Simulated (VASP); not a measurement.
C: single point with PBE

The system is C.

```
C
1.0
     6.26158    0.00000    0.00000
     0.00000    6.26158    0.00000
     0.00000    0.00000    2.57370
C
8
Direct
  0.21741 0.93964 0.50000
  0.78259 0.93964 0.00000
  0.78259 0.06036 0.50000
  0.93964 0.78259 0.00000
  0.93964 0.21741 0.50000
  0.21741 0.06036 0.00000
  0.06036 0.21741 0.00000
  0.06036 0.78259 0.50000
```

The cell was generated, and may not be a known phase.

```yaml
Program: VASP 6.6.1
Task: single point
Functional: PBE
Potentials_or_basis: VASP PAW PBE potentials, release 64 (C_h)
Cutoff: 1300 eV
k_mesh: 6 × 6 × 14
Occupations: gaussian, width 0.1 eV
Spin: no spin polarisation
```

| Item | Value |
| --- | --- |
| Pressure | -0.1 GPa |
| Largest force | 0.004 eV/Å |
| Band gap on the k mesh | zero (bands 16 and 17 overlap by 0.51 eV) |

Forces on the atoms (eV/Å):
```
C    0.004 -0.003  0.000
C   -0.004 -0.003  0.000
C   -0.004  0.003  0.000
C   -0.003 -0.004  0.000
C   -0.003  0.004  0.000
C    0.004  0.003  0.000
C    0.003  0.004  0.000
C    0.003 -0.004  0.000
```

Stress tensor (GPa, compression positive):
```
-0.04  0.00  0.00
 0.00 -0.04  0.00
 0.00  0.00 -0.12
```

Levels at points of the mesh, in eV from the Fermi level:
```
           k point  band 13  band 14  band 15  band 16  band 17  band 18  band 19  band 20
(0.00, 0.00, 0.00)    -3.63    -3.63    -2.69    -0.09     0.00     2.13     2.99     2.99
(0.50, 0.00, 0.00)    -3.64    -3.50    -2.68    -0.26     0.63     1.73     2.69     3.61
(0.50, 0.50, 0.00)    -4.06    -3.61    -2.67    -0.54     1.34     1.56     3.30     3.30
(0.00, 0.00, 0.50)    -4.15    -4.15    -1.69    -1.69     0.18     0.18     2.27     2.27
(0.50, 0.00, 0.50)    -3.96    -3.96    -1.88    -1.88    -0.04    -0.04     2.50     2.50
(0.50, 0.50, 0.50)    -3.76    -3.76    -2.01    -2.01    -0.32    -0.32     2.73     2.73
```

It took 8.8 min on 1 thread of Intel(R) Xeon(R) 6975P-C (Granite Rapids), on a shared host, peak memory 0.79 GiB.

Caveat: this functional lacks dispersion, which binds layers or chains, so the pressure and a relaxed spacing across them are unreliable.
